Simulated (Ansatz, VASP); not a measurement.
Two plane-wave programs on AlN

```xyz
2
Lattice="0.1601 2.0333 2.0333 2.0333 0.1601 2.0333 2.0333 2.0333 0.1601" Properties=species:S:1:pos:R:3 pbc="T T T"
Al    2.1133    2.1133    2.1133
N     0.0000    0.0000    0.0000
```

Alike in both runs: task single point; functional PBE; k mesh 10 × 10 × 10; occupations gaussian, width 0.05 eV; no spin polarisation.

```csv
,VASP,Ansatz
version,VASP 6.6.1,Ansatz 0.2.0
potentials or method,"VASP PAW PBE potentials, release 64 (Al, N), cutoff 520 eV","scalar-relativistic, plane waves, PAW"
valence electrons in the cell,8,8
```

Ansatz gave:

| Item | Value |
| --- | --- |
| gap on the k mesh at the Fermi level (eV) | 3.28 |
| least direct gap on the mesh (eV) | 5.21 |

Q: What did VASP give for the same quantities?

A: gap on the k mesh at the Fermi level (eV): 3.28; least direct gap on the mesh (eV): 5.22.
